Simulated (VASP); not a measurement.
Write the native input for VASP 6.6.1 that does the following.

| Item | Value |
| --- | --- |
| Task | single point |
| Functional | PBEsol |
| Potentials or basis | VASP PAW PBE potentials, release 64 (Ti_sv, C) |
| Cutoff | 520 eV |
| k mesh | 18 × 18 × 18 |
| Occupations | gaussian, width 0.15 eV |
| Spin | no spin polarisation |
| Dipole correction | no |
| Further INCAR settings | ALGO = Normal; EDIFF = 1e-07; NBANDS = 15 |

The structure of TiC lies in POSCAR:

```
TiC
1.0
    0.1217250000      2.1640000000      2.1640000000
    2.1640000000      0.1217250000      2.1640000000
    2.2857250000      2.2857250000      0.0000000000
Ti C
1 1
Direct
    0.0000000000      0.0000000000      0.0000000000
    0.5000000000      0.5000000000      0.5000000000
```

This cell differs from its parent crystal: strain +0.1125 x Voigt [0, 0, 0, 0, 0, 1].

The input as run:

INCAR

```
  PREC = Accurate
  ENCUT = 520
  EDIFF = 1E-7
  ISMEAR = 0
  SIGMA = 0.15
  LREAL = F
  LASPH = T
  NELM = 80
  ALGO = Normal
  ISIF = 2
  LWAVE = F
  LCHARG = T
  GGA = PS
  LELF = T
  LVHAR = T
  NBANDS = 15
```

KPOINTS

```
Automatic mesh
0
Gamma
  18 18 18
```

Potentials or basis: VASP PAW PBE potentials, release 64 (Ti_sv, C).

Command:

```sh
$ cat potpaw_PBE.64/Ti_sv/POTCAR potpaw_PBE.64/C/POTCAR > POTCAR
$ mpirun -np 1 vasp_std > vasp.out
```

Results of the run:

| Quantity | Value |
| --- | --- |
| Pressure | -5.0 GPa |
| Band gap on the k mesh | zero (bands 8 and 9 overlap by 1.51 eV) |

Caveat: the cell differs from its parent crystal (strain +0.1125 x Voigt [0, 0, 0, 0, 0, 1]); the cell stands under tension; the PAW data sets were made with another functional, which shifts forces and pressure a little.

Wall time 2 min on 1 thread of AMD EPYC 9R45 96-Core Processor (Zen 5) (shared host), peak memory 0.33 GiB.
